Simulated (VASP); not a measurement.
# AlAs (F-43m) in VASP: a series of runs

Runs on AlAs. Level: PBEsol. Tasks: electric field gradients.

All numbers are computed with VASP 6.6.1; they aren't measurements. Logs are shortened: lines on timing, memory, paths and dates and some standing lists are left out, and cuts for length are marked.

**1. The cell of the first run**

It takes space group F-43m (No. 216, cubic). The conventional cell has a = 5.584 Å, b = 5.584 Å, c = 5.584 Å, α = 90.00°, β = 90.00°, γ = 90.00°. Within 3.2 Å of Al (site symmetry -43m) lie 4 As at 2.42 Å. Within 3.2 Å of As (site symmetry -43m) lie 4 Al at 2.42 Å.

**2. Electric field gradients, PBEsol (21.77 Å³/atom)**

File INCAR:

```
PREC = Accurate
ENCUT = 400
EDIFF = 1E-8
ISMEAR = -1
SIGMA = 0.05
LREAL = F
LASPH = T
NELM = 120
ALGO = Normal
ISIF = 2
LWAVE = F
LCHARG = F
GGA = PS
LEFG = T
NBANDS = 11
GGA_COMPAT = F
```

File KPOINTS:

```
Automatic mesh
0
Gamma
  10 10 10
```

File POSCAR:

```
AlAs
1.0
    0.0000000000      2.7921466621      2.7921466621
    2.7921466621      0.0000000000      2.7921466621
    2.7921466621      2.7921466621      0.0000000000
Al As
1 1
Direct
    0.0000000000      0.0000000000      0.0000000000
    0.7500000000      0.7500000000      0.7500000000
```

Potentials or basis: VASP PAW PBE potentials, release 64 (Al, As).

Started as:

```
cat potpaw_PBE.64/Al/POTCAR potpaw_PBE.64/As/POTCAR > POTCAR
mpirun -np 1 vasp_std > vasp.out
```

OUTCAR:

```text
PREC = Accurate
   ENCUT = 400
   EDIFF = 1E-8
   ISMEAR = -1
   LREAL = F
   LASPH = T
   NELM = 120
   ISIF = 2
   GGA = PS

 ion  position               nearest neighbor table
   1  0.000  0.000  0.000-   2 2.42   2 2.42   2 2.42   2 2.42
   2  0.750  0.750  0.750-   1 2.42   1 2.42   1 2.42   1 2.42

  LATTYP: Found a face centered cubic cell.
 ALAT       =     5.5842933242

  Lattice vectors:

 A1 = (   0.0000000000,   2.7921466621,   2.7921466621)
 A2 = (   2.7921466621,   0.0000000000,   2.7921466621)
 A3 = (   2.7921466621,   2.7921466621,   0.0000000000)

Analysis of symmetry for initial positions (statically):
=====================================================================
 Subroutine PRICEL returns:
 Original cell was already a primitive cell.

 Routine SETGRP: Setting up the symmetry group for a
 face centered cubic supercell.

 Subroutine GETGRP returns: Found 24 space group operations
 (whereof 24 operations were pure point group operations)
 out of a pool of 48 trial point group operations.

The static configuration has the point symmetry T_d .

Analysis of symmetry for dynamics (positions and initial velocities):
=====================================================================
 Subroutine PRICEL returns:
 Original cell was already a primitive cell.

 Routine SETGRP: Setting up the symmetry group for a
 face centered cubic supercell.

 Subroutine GETGRP returns: Found 24 space group operations
 (whereof 24 operations were pure point group operations)
 out of a pool of 48 trial point group operations.

The dynamic configuration has the point symmetry T_d .

 Subroutine INISYM returns: Found 24 space group operations
 (whereof 24 operations are pure point group operations),
 and found     1 'primitive' translations

----------------------------------------------------------------------------------------

                                     Primitive cell

  volume of cell :      43.5356

  direct lattice vectors                    reciprocal lattice vectors
     0.000000000  2.792146662  2.792146662    -0.179073688  0.179073688  0.179073688
     2.792146662  0.000000000  2.792146662     0.179073688 -0.179073688  0.179073688
[... 132 lines left out ...]

 E-fermi :   4.7969     XC(G=0):  -9.3539

 val. band max:        4.1547939474   @ k =   0.0000   0.0000   0.0000
 cond. band min:       5.4007611368   @ k =   0.5000   0.5000   0.0000
 fundamental gap:      1.2459671893
 Fermi energy:         4.7968517814

 k-point     1 :       0.0000    0.0000    0.0000
  band No.  band energies     occupation
      1      -7.9678      2.00000
      2       4.1548      1.99999
      3       4.1548      1.99999
      4       4.1548      1.99999
      5       6.4582      0.00000
      6       8.4883      0.00000
      7       8.4883      0.00000
      8       8.4883      0.00000
      9      13.0955      0.00000
     10      13.2283      0.00000
     11      13.2283      0.00000
[... 309 lines left out ...]
 k-point    24 :       0.4000    0.3000    0.0000
  band No.  band energies     occupation
      1      -6.4512      2.00000
      2      -0.4901      2.00000
      3       1.9159      2.00000
      4       2.2571      2.00000
      5       6.2121      0.00000
      6       7.3692      0.00000
      7      11.9116      0.00000
      8      12.3068      0.00000
      9      14.5658      0.00000
     10      15.7728      0.00000
     11      17.4016      0.00000

 [... further k-points ...]

------------------------ aborting loop because EDIFF is reached ----------------------------------------

  FORCE on cell =-STRESS in cart. coord.  units (eV):
  Direction    XX          YY          ZZ          XY          YZ          ZX
  --------------------------------------------------------------------------------------
  -------------------------------------------------------------------------------------
  Total        1.1330001      1.1330001      1.1330001      0.0000000     -0.0000000      0.0000000
  in kB       41.6961409     41.6961409     41.6961409      0.0000000     -0.0000000      0.0000000
  external PRESSURE =      41.6961409 kB  Pullay stress =       0.0000000 kB

 VOLUME and BASIS-vectors are now :
 -----------------------------------------------------------------------------
  energy-cutoff  :      400.00
  volume of cell :       43.54
      direct lattice vectors                 reciprocal lattice vectors
     0.000000000  2.792146662  2.792146662    -0.179073688  0.179073688  0.179073688
     2.792146662  0.000000000  2.792146662     0.179073688 -0.179073688  0.179073688
     2.792146662  2.792146662  0.000000000     0.179073688  0.179073688 -0.179073688

 POSITION                                       TOTAL-FORCE (eV/Angst)
 -----------------------------------------------------------------------------------
      0.00000      0.00000      0.00000         0.000000      0.000000      0.000000
      4.18822      4.18822      4.18822        -0.000000     -0.000000     -0.000000
 -----------------------------------------------------------------------------------
    total drift:                               -0.000000     -0.000000     -0.000000

  FREE ENERGIE OF THE ION-ELECTRON SYSTEM (eV)
  ---------------------------------------------------
  free  energy   TOTEN  =       -10.0366521582 eV

  energy  without entropy=      -10.0366521089  energy(sigma->0) =      -10.03665213

 Electric field gradients (V/A^2)
---------------------------------------------------------------------
 ion       V_xx      V_yy      V_zz      V_xy      V_xz      V_yz
---------------------------------------------------------------------
   1      -0.000     0.000     0.000    -0.000    -0.000    -0.000
   2       0.000    -0.000    -0.000    -0.000    -0.000    -0.000
---------------------------------------------------------------------

 Electric field gradients after diagonalization (V/A^2)
 (convention: |V_zz| > |V_xx| > |V_yy|)
----------------------------------------------------------------------
 ion       V_xx      V_yy      V_zz     asymmetry (V_yy - V_xx)/ V_zz
----------------------------------------------------------------------
   1       0.000     0.000    -0.000       0.000
   2       0.000     0.000    -0.000       0.000
----------------------------------------------------------------------

           NMR quadrupolar parameters

 Cq : quadrupolar parameter    Cq=e*Q*V_zz/h
 eta: asymmetry parameters     (V_yy - V_xx)/ V_zz
 Q  : nuclear electric quadrupole moment in mb (millibarn)
----------------------------------------------------------------------
 ion       Cq(MHz)       eta       Q (mb)
----------------------------------------------------------------------
   1      -0.000       0.000       1.000
   2      -0.000       0.000       1.000
----------------------------------------------------------------------
```

OSZICAR:

```text
N       E                     dE             d eps       ncg     rms          rms(c)
DAV:   1     0.971758392685E+01    0.97176E+01   -0.25713E+03  1050   0.434E+02
DAV:   2    -0.954358187556E+01   -0.19261E+02   -0.18586E+02  1295   0.810E+01
DAV:   3    -0.103113494930E+02   -0.76777E+00   -0.76680E+00  1337   0.158E+01
DAV:   4    -0.103159824035E+02   -0.46329E-02   -0.46325E-02  1209   0.149E+00
DAV:   5    -0.103160561512E+02   -0.73748E-04   -0.73748E-04  1264   0.181E-01    0.341E+00
DAV:   6    -0.100897014830E+02    0.22635E+00   -0.33968E-01  1136   0.212E+00    0.195E+00
DAV:   7    -0.100382420577E+02    0.51459E-01   -0.18263E-01  1187   0.165E+00    0.664E-01
DAV:   8    -0.100365915061E+02    0.16506E-02   -0.10925E-02  1165   0.496E-01    0.888E-02
DAV:   9    -0.100366123694E+02   -0.20863E-04   -0.46257E-04  1199   0.117E-01    0.399E-02
DAV:  10    -0.100366480181E+02   -0.35649E-04   -0.40601E-05  1179   0.345E-02    0.107E-02
DAV:  11    -0.100366523904E+02   -0.43723E-05   -0.65445E-06  1225   0.133E-02    0.595E-03
DAV:  12    -0.100366521131E+02    0.27729E-06   -0.13364E-06  1187   0.481E-03    0.228E-03
DAV:  13    -0.100366521533E+02   -0.40226E-07   -0.51790E-08  1255   0.133E-03    0.134E-03
DAV:  14    -0.100366521582E+02   -0.48235E-08   -0.24700E-08  1145   0.637E-04
   1 F= -.10036652E+02 E0= -.10036652E+02  d E =-.492473E-07
```

Wall time 8.5 s (1 thread of Intel Xeon 6975P-C (Granite Rapids), shared host); peak memory 0.16 GiB.

What came out:

```
Free energy                             : -10.0367 eV
Pressure                                : 4.2 GPa
Band gap on the k mesh                  : 1.25 eV (least direct gap 2.30 eV)
Largest electric field gradient by atom : zero within the noise of the run
```

Caveat: the cell stands under pressure; the PAW data sets were made with another functional, which shifts forces and pressure a little. A k mesh can miss the band edges.

**3. Electric field gradients, PBEsol (22.45 Å³/atom)**

This run uses another cell than the first one, of 22.45 Å³/atom.

File INCAR:

```
SYSTEM = AlAs
  PREC = Accurate
  ENCUT = 400
  EDIFF = 1E-8
  ISMEAR = -1
  SIGMA = 0.05
  LREAL = .False.
  LASPH = .True.
  NELM = 120
  ALGO = Normal
  ISIF = 2
  LWAVE = .False.
  LCHARG = .False.
  GGA = PS
  LEFG = .True.
  NBANDS = 11
  GGA_COMPAT = .False.
```

File KPOINTS:

```
regular mesh
0
Gamma
  10 10 10
  0 0 0
```

File POSCAR:

```
AlAs
1.0
    0.0000000000      2.8209337086      2.8209337086
    2.8209337086      0.0000000000      2.8209337086
    2.8209337086      2.8209337086      0.0000000000
Al As
1 1
Direct
    0.0000000000      0.0000000000      0.0000000000
    0.7500000000      0.7500000000      0.7500000000
```

Potentials or basis: VASP PAW PBE potentials, release 64 (Al, As).

Started as:

```
cat potpaw_PBE.64/Al/POTCAR potpaw_PBE.64/As/POTCAR > POTCAR
mpirun -np 1 vasp_std > vasp.out
```

OUTCAR:

```text
SYSTEM = AlAs
   PREC = Accurate
   ENCUT = 400
   EDIFF = 1E-8
   ISMEAR = -1
   LREAL = .False.
   LASPH = .True.
   NELM = 120
   ISIF = 2
   GGA = PS

 ion  position               nearest neighbor table
   1  0.000  0.000  0.000-   2 2.44   2 2.44   2 2.44   2 2.44
   2  0.750  0.750  0.750-   1 2.44   1 2.44   1 2.44   1 2.44

  LATTYP: Found a face centered cubic cell.
 ALAT       =     5.6418674172

  Lattice vectors:

 A1 = (   0.0000000000,   2.8209337086,   2.8209337086)
 A2 = (   2.8209337086,   0.0000000000,   2.8209337086)
 A3 = (   2.8209337086,   2.8209337086,   0.0000000000)

Analysis of symmetry for initial positions (statically):
=====================================================================
 Subroutine PRICEL returns:
 Original cell was already a primitive cell.

 Routine SETGRP: Setting up the symmetry group for a
 face centered cubic supercell.

 Subroutine GETGRP returns: Found 24 space group operations
[... 523 lines left out ...]
  volume of cell :       44.90
      direct lattice vectors                 reciprocal lattice vectors
     0.000000000  2.820933709  2.820933709    -0.177246278  0.177246278  0.177246278
     2.820933709  0.000000000  2.820933709     0.177246278 -0.177246278  0.177246278
     2.820933709  2.820933709  0.000000000     0.177246278  0.177246278 -0.177246278

 POSITION                                       TOTAL-FORCE (eV/Angst)
 -----------------------------------------------------------------------------------
      0.00000      0.00000      0.00000         0.000000     -0.000000     -0.000000
      4.23140      4.23140      4.23140        -0.000000      0.000000      0.000000
 -----------------------------------------------------------------------------------
    total drift:                               -0.000000     -0.000000     -0.000000

  FREE ENERGIE OF THE ION-ELECTRON SYSTEM (eV)
  ---------------------------------------------------
  free  energy   TOTEN  =       -10.0609788315 eV

  energy  without entropy=      -10.0609788018  energy(sigma->0) =      -10.06097882

 Electric field gradients (V/A^2)
---------------------------------------------------------------------
 ion       V_xx      V_yy      V_zz      V_xy      V_xz      V_yz
---------------------------------------------------------------------
   1      -0.000    -0.000    -0.000    -0.000    -0.000    -0.000
   2       0.000    -0.000    -0.000    -0.000    -0.000    -0.000
---------------------------------------------------------------------

 Electric field gradients after diagonalization (V/A^2)
 (convention: |V_zz| > |V_xx| > |V_yy|)
----------------------------------------------------------------------
 ion       V_xx      V_yy      V_zz     asymmetry (V_yy - V_xx)/ V_zz
----------------------------------------------------------------------
   1       0.000     0.000    -0.000       0.000
   2       0.000     0.000    -0.000       0.000
----------------------------------------------------------------------

           NMR quadrupolar parameters

 Cq : quadrupolar parameter    Cq=e*Q*V_zz/h
 eta: asymmetry parameters     (V_yy - V_xx)/ V_zz
 Q  : nuclear electric quadrupole moment in mb (millibarn)
----------------------------------------------------------------------
 ion       Cq(MHz)       eta       Q (mb)
----------------------------------------------------------------------
   1      -0.000       0.000       1.000
   2      -0.000       0.000       1.000
----------------------------------------------------------------------
```

Wall time 9.3 s (1 thread of Intel Xeon 6975P-C (Granite Rapids), shared host); peak memory 0.16 GiB.

What came out:

* Free energy: -10.0610 eV
* Pressure: 1.6 GPa
* Band gap on the k mesh: 1.30 eV (least direct gap 2.06 eV)
* Largest electric field gradient by atom: zero within the noise of the run

Caveat: the PAW data sets were made with another functional, which shifts forces and pressure a little.

**4. Electric field gradients, PBEsol (22.45 Å³/atom)**

This run uses another cell than the first one, of 22.45 Å³/atom.

File INCAR:

```
PREC = Accurate
ENCUT = 400
EDIFF = 1E-8
ISMEAR = -1
SIGMA = 0.05
LREAL = False
LASPH = True
NELM = 120
ALGO = Normal
ISIF = 2
LWAVE = False
LCHARG = False
GGA = PS
LEFG = True
NBANDS = 11
GGA_COMPAT = False
```

File KPOINTS:

```
Automatic mesh
0
Gamma
  10 10 10
```

POSCAR is that of step 3.

Potentials or basis: VASP PAW PBE potentials, release 64 (Al, As).

Started as:

```
cat potpaw_PBE.64/Al/POTCAR potpaw_PBE.64/As/POTCAR > POTCAR
mpirun -np 1 vasp_std > vasp.out
```

OUTCAR:

```text
PREC = Accurate
   ENCUT = 400
   EDIFF = 1E-8
   ISMEAR = -1
   LREAL = False
   LASPH = True
   NELM = 120
   ISIF = 2
   GGA = PS

 ion  position               nearest neighbor table
   1  0.000  0.000  0.000-   2 2.44   2 2.44   2 2.44   2 2.44
   2  0.750  0.750  0.750-   1 2.44   1 2.44   1 2.44   1 2.44

  LATTYP: Found a face centered cubic cell.
 ALAT       =     5.6418674172

  Lattice vectors:

 A1 = (   0.0000000000,   2.8209337086,   2.8209337086)
 A2 = (   2.8209337086,   0.0000000000,   2.8209337086)
 A3 = (   2.8209337086,   2.8209337086,   0.0000000000)

Analysis of symmetry for initial positions (statically):
=====================================================================
 Subroutine PRICEL returns:
 Original cell was already a primitive cell.

 Routine SETGRP: Setting up the symmetry group for a
 face centered cubic supercell.

 Subroutine GETGRP returns: Found 24 space group operations
[... 523 lines left out ...]
  volume of cell :       44.90
      direct lattice vectors                 reciprocal lattice vectors
     0.000000000  2.820933709  2.820933709    -0.177246278  0.177246278  0.177246278
     2.820933709  0.000000000  2.820933709     0.177246278 -0.177246278  0.177246278
     2.820933709  2.820933709  0.000000000     0.177246278  0.177246278 -0.177246278

 POSITION                                       TOTAL-FORCE (eV/Angst)
 -----------------------------------------------------------------------------------
      0.00000      0.00000      0.00000         0.000000     -0.000000     -0.000000
      4.23140      4.23140      4.23140        -0.000000      0.000000      0.000000
 -----------------------------------------------------------------------------------
    total drift:                               -0.000000     -0.000000     -0.000000

  FREE ENERGIE OF THE ION-ELECTRON SYSTEM (eV)
  ---------------------------------------------------
  free  energy   TOTEN  =       -10.0609788315 eV

  energy  without entropy=      -10.0609788018  energy(sigma->0) =      -10.06097882

 Electric field gradients (V/A^2)
---------------------------------------------------------------------
 ion       V_xx      V_yy      V_zz      V_xy      V_xz      V_yz
---------------------------------------------------------------------
   1      -0.000    -0.000    -0.000    -0.000    -0.000    -0.000
   2       0.000    -0.000    -0.000    -0.000    -0.000    -0.000
---------------------------------------------------------------------

 Electric field gradients after diagonalization (V/A^2)
 (convention: |V_zz| > |V_xx| > |V_yy|)
----------------------------------------------------------------------
 ion       V_xx      V_yy      V_zz     asymmetry (V_yy - V_xx)/ V_zz
----------------------------------------------------------------------
   1       0.000     0.000    -0.000       0.000
   2       0.000     0.000    -0.000       0.000
----------------------------------------------------------------------

           NMR quadrupolar parameters

 Cq : quadrupolar parameter    Cq=e*Q*V_zz/h
 eta: asymmetry parameters     (V_yy - V_xx)/ V_zz
 Q  : nuclear electric quadrupole moment in mb (millibarn)
----------------------------------------------------------------------
 ion       Cq(MHz)       eta       Q (mb)
----------------------------------------------------------------------
   1      -0.000       0.000       1.000
   2      -0.000       0.000       1.000
----------------------------------------------------------------------
```

stdout:

```text
POSCAR found type information on POSCAR AlAs
 POSCAR found :  2 types and       2 ions
 scaLAPACK will be used
 -----------------------------------------------------------------------------
|                                                                             |
|                                                                             |
|     You enforced a specific xc type in the INCAR file but a different       |
|     I HOPE YOU KNOW WHAT YOU ARE DOING!                                     |
|                                                                             |
 -----------------------------------------------------------------------------

 LDA part: xc-table for (Slater+PW92), standard interpolation
 POSCAR, INCAR and KPOINTS ok, starting setup
 FFT: planning ... GRIDC
 FFT: planning ... GRID_SOFT
 FFT: planning ... GRID
 WAVECAR not read
 entering main loop
ion   1

ion   2
```

Run time: 8.7 s. Hardware: 1 thread of Intel Xeon 6975P-C (Granite Rapids), shared host; peak memory 0.16 GiB.

Results:

```yaml
Free_energy: -10.0610 eV
Pressure: 1.6 GPa
Band_gap_on_the_k_mesh: 1.30 eV (least direct gap 2.06 eV)
Largest_electric_field_gradient_by_atom: zero within the noise of the run
```

Levels at points of the mesh, in eV from the valence-band top:
```
           k point  band 1  band 2  band 3  band 4  band 5  band 6  band 7  band 8
(0.00, 0.00, 0.00)  -11.94    0.00    0.00    0.00    2.06    4.28    4.28    4.28
(0.50, 0.00, 0.00)  -10.49   -5.65   -0.83   -0.83    2.12    4.64    4.64    7.60
(0.50, 0.50, 0.00)   -9.93   -5.48   -2.21   -2.21    1.30    2.22   10.36   10.36
```

Caveat: the PAW data sets were made with another functional, which shifts forces and pressure a little. A k mesh can miss the band edges.

(Part 1 of 2 ends here.)
